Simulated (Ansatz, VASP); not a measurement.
**TiN in VASP and in Ansatz**

```xyz
2
Lattice="0.0000 2.0859 2.0859 2.0859 0.0000 2.0859 2.0859 2.0859 0.0000" Properties=species:S:1:pos:R:3 pbc="T T T"
Ti    0.0000    0.0000    0.0000
N     2.0859    2.0859    2.0859
```

Alike in both runs: functional LDA; k mesh 24 × 24 × 24; occupations gaussian, width 0.1 eV; no spin polarisation.

Ansatz relaxed the structure, and its values are those at the end. VASP's run is a single point on that final structure, the one shown.

|  | VASP | Ansatz |
| --- | --- | --- |
| version | VASP 6.6.1 | Ansatz 0.2.0 |
| potentials or method | VASP PAW LDA potentials, release 64 (Ti_sv, N), cutoff 520 eV | scalar-relativistic, plane waves, PAW |
| valence electrons in the cell | 17 | 17 |

|  | VASP | Ansatz | Ansatz less VASP |
| --- | --- | --- | --- |
| gap on the k mesh at the Fermi level (eV) | none | none | - |
| pressure (GPa) | 1.0 | 0.0 | -1.02 |

Ansatz warns that its potentials were made for another functional, while VASP's fit it. LDA's correlation is that of Perdew and Zunger in VASP and of Perdew and Wang (1992) in Ansatz. A gap of «none» marks a metal or a gap that the smearing closes.
